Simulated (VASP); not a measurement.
# Hf5F (P4/mmm) in VASP: further runs, part 2 of 2

VASP 6.6.1. The steps go on from the part before.

## Step 4: Relaxation of cell and atoms, PBE

Input file INCAR:

```
SYSTEM = Hf5F
PREC = Accurate
ENCUT = 600
EDIFF = 1E-7
ISMEAR = 0
SIGMA = 0.1
LREAL = .FALSE.
LASPH = .TRUE.
NELM = 80
ALGO = Normal
ISIF = 3
LWAVE = .FALSE.
LCHARG = .FALSE.
GGA = PE
IBRION = 2
NSW = 90
EDIFFG = -0.04
```

Input file KPOINTS:

```
Automatic mesh
0
G
  6 6 2
  0 0 0
```

Input file POSCAR:

```
Hf5F
1.0
    3.0183223700      0.0000000000      0.0000000000
    0.0000000000      3.0183223700      0.0000000000
    0.0000000000      0.0000000000     12.7855163800
Hf F
5 1
Direct
    0.5000000000      0.5000000000      0.3344822800
    0.5000000000      0.5000000000      0.6655177200
    0.0000000000      0.0000000000      0.1759868000
    0.0000000000      0.0000000000      0.8240132000
    0.0000000000      0.0000000000      0.5000000000
    0.5000000000      0.5000000000      0.0000000000
```

Started as:

```
cat potpaw_PBE.64/Hf_pv/POTCAR potpaw_PBE.64/F/POTCAR > POTCAR
mpirun -np 1 vasp_std > vasp.out
```

It took 14 min on 1 thread of Intel Xeon 6975P-C (Granite Rapids), shared host; peak memory 0.29 GiB.

It converged, with:

```yaml
Free_energy: -53.6092 eV
Relaxed_volume: 20.16 Å³/atom
Relaxed_cell: a = 3.095 Å, b = 3.095 Å, c = 12.623 Å, α = 90.00°, β = 90.00°, γ = 90.00°
Space_group_after_relaxing_to_0.1_Å: P4/mmm (No. 123)
Energy_gained_by_relaxing: 158.4 meV/atom
Ionic_steps: 17
Pressure_after_relaxing: 0.3 GPa
Largest_force_after_relaxing: 0.008 eV/Å
Band_gap_on_the_k_mesh: zero (an odd number of electrons rules out a gap without spin polarisation)
```

Forces in eV/Å, atoms in the order of the input:
```
Hf   0.000  0.000  0.004
Hf   0.000  0.000 -0.004
Hf   0.000  0.000 -0.008
Hf   0.000  0.000  0.008
Hf   0.000  0.000  0.000
F    0.000  0.000  0.000
```

The path:
```
step  energy change (eV)  largest force (eV/Å)  pressure (GPa)  volume (Å³)
   1              0.0000                1.8265           10.85       116.48
   2             -0.1634                0.8511           -8.17       140.06
   3             -0.4733                0.6442           -1.12       128.79
   4             -0.4734                0.6638           -0.93       128.54
   5             -0.5589                0.6548           -0.75       127.60
   6             -0.7401                0.6931            0.08       124.78
   7             -0.7754                0.8716            3.08       119.03
   8             -0.8149                0.8326            1.56       121.46
   9             -0.8766                0.5601            0.36       122.14
  10             -0.9200                0.0181           -1.80       123.46
  11             -0.9204                0.0422           -1.59       123.33
  12             -0.9404                0.0433           -0.48       121.63
  13             -0.9433                0.0884            0.14       120.73
  14             -0.9455                0.0833            0.04       120.89
  15             -0.9492                0.0734           -0.26       121.37
  16             -0.9496                0.0708           -0.39       121.56
  17             -0.9505                0.0077            0.25       120.93
```

Final structure:
```
CELL_PARAMETERS angstrom
3.09526 0.00000 0.00000
0.00000 3.09526 0.00000
0.00000 0.00000 12.62287
ATOMIC_POSITIONS crystal
Hf 0.50000 0.50000 0.31257
Hf 0.50000 0.50000 0.68743
Hf 0.00000 0.00000 0.14278
Hf 0.00000 0.00000 0.85722
Hf 0.00000 0.00000 0.50000
F 0.50000 0.50000 0.00000
```

Levels at points of the mesh, in eV from the Fermi level:
```csv
k point,band 27,band 28,band 29,band 30,band 31,band 32
"(0.00, 0.00, 0.00)",-0.98,-0.47,0.09,0.71,1.07,1.83
"(0.50, 0.00, 0.00)",-0.11,0.00,0.39,0.44,0.64,0.67
"(0.50, 0.50, 0.00)",-1.23,-1.23,-0.07,-0.07,0.81,1.65
"(0.00, 0.00, 0.50)",-0.90,-0.63,-0.01,0.77,1.43,1.51
"(0.50, 0.00, 0.50)",0.01,0.09,0.19,0.60,0.61,0.83
"(0.50, 0.50, 0.50)",-1.31,-1.13,0.02,0.02,1.24,1.58
```

Caveat: spin-orbit coupling is left out, which moves the levels of the heavy elements; an odd number of electrons without spin polarisation forces a metal; a magnetic or distorted state may lie lower.

## Step 5: Single point, PBE

This run uses another cell than the first one, of 20.34 Å³/atom.

Input file INCAR:

```
  ALGO = Normal
  EDIFF = 1E-6
  ENCUT = 520
  GGA = PE
  ISIF = 2
  ISMEAR = 0
  LASPH = True
  LCHARG = False
  LREAL = False
  LWAVE = False
  NBANDS = 38
  NELM = 100
  PREC = Accurate
  SIGMA = 0.1
```

Input file KPOINTS:

```
k-points
0
Gamma
  12 12 4
```

Input file POSCAR:

```
Hf5F
1.0
    3.1176740219      0.0000000000      0.0000000000
    0.0000000000      3.1176740219      0.0000000000
    0.0000000000      0.0000000000     12.5584728309
Hf F
5 1
Direct
    0.5000000000      0.5000000000      0.3136434329
    0.5000000000      0.5000000000      0.6863565671
    0.0000000000      0.0000000000      0.1435463767
    0.0000000000      0.0000000000      0.8564536233
    0.0000000000      0.0000000000      0.5000000000
    0.5000000000      0.5000000000      0.0000000000
```

Started as:

```
cat potpaw_PBE.64/Hf_pv/POTCAR potpaw_PBE.64/F/POTCAR > POTCAR
mpirun -np 1 vasp_std > vasp.out
```

It took 3.6 min on 1 thread of Intel Xeon 6975P-C (Granite Rapids), shared host; peak memory 0.43 GiB.

Results (log left out):

| Item | Value |
| --- | --- |
| Free energy | -53.5841 eV |
| Pressure | -0.6 GPa |
| Largest force | 0.022 eV/Å |
| Band gap on the k mesh | zero (an odd number of electrons rules out a gap without spin polarisation) |

Forces on the atoms (eV/Å):
```
Hf   0.000  0.000 -0.015
Hf   0.000  0.000  0.015
Hf   0.000  0.000  0.022
Hf   0.000  0.000 -0.022
Hf   0.000  0.000  0.000
F    0.000  0.000  0.000
```

Stress tensor (GPa, compression positive):
```
-0.53  0.00  0.00
 0.00 -0.53  0.00
 0.00  0.00 -0.65
```

Levels at points of the mesh, in eV from the Fermi level:
```tsv
k point	band 25	band 26	band 27	band 28	band 29	band 30	band 31	band 32
(0.00, 0.00, 0.00)	-2.10	-1.83	-0.98	-0.45	0.14	0.79	1.17	1.74
(0.50, 0.00, 0.00)	-0.27	-0.24	-0.16	-0.01	0.44	0.47	0.69	0.71
(0.50, 0.50, 0.00)	-1.74	-1.49	-1.23	-1.23	-0.09	-0.09	0.80	1.57
(0.00, 0.00, 0.50)	-2.06	-1.91	-0.89	-0.61	0.04	0.85	1.51	1.60
(0.50, 0.00, 0.50)	-0.50	-0.21	-0.01	0.05	0.24	0.61	0.63	0.91
(0.50, 0.50, 0.50)	-1.88	-1.30	-1.30	-1.07	-0.01	-0.01	1.23	1.50
```

Caveat: spin-orbit coupling is left out, which moves the levels of the heavy elements; an odd number of electrons without spin polarisation forces a metal; a magnetic or distorted state may lie lower.

## Step 6: Summary

| task | cell | k mesh | cutoff (eV) | gap on the mesh (eV) | pressure (GPa) | largest force (eV/Å) |
| --- | --- | --- | --- | --- | --- | --- |
| single point | a = 3.018, b = 3.018, c = 12.786 Å, 6 atoms, atomic positions A | 6 × 6 × 2 | 520 | none | 10.9 | 1.83 |
| single point | a = 3.108, b = 3.108, c = 12.632 Å, 6 atoms, atomic positions B | 6 × 6 × 2 | 520 | none | -0.6 | 0.04 |
| relaxation of cell and atoms | relaxed from a = 3.018, b = 3.018, c = 12.786 Å, 6 atoms, atomic positions A | 6 × 6 × 2 | 600 | none | 0.3 | 0.01 |
| single point | a = 3.118, b = 3.118, c = 12.558 Å, 6 atoms, atomic positions C | 12 × 12 × 4 | 520 | none | -0.6 | 0.02 |

Alike in all rows: level PBE; potentials or basis VASP PAW PBE potentials, release 64 (Hf_pv, F); no spin polarisation; smearing gaussian 0.1 eV.

Caveats: spin-orbit coupling is left out, which moves the levels of the heavy elements; an odd number of electrons without spin polarisation forces a metal; a magnetic or distorted state may lie lower; the cell stands under pressure (at least some runs).

Total energies depend on the potentials used, so only differences within one code and one set of settings carry meaning.
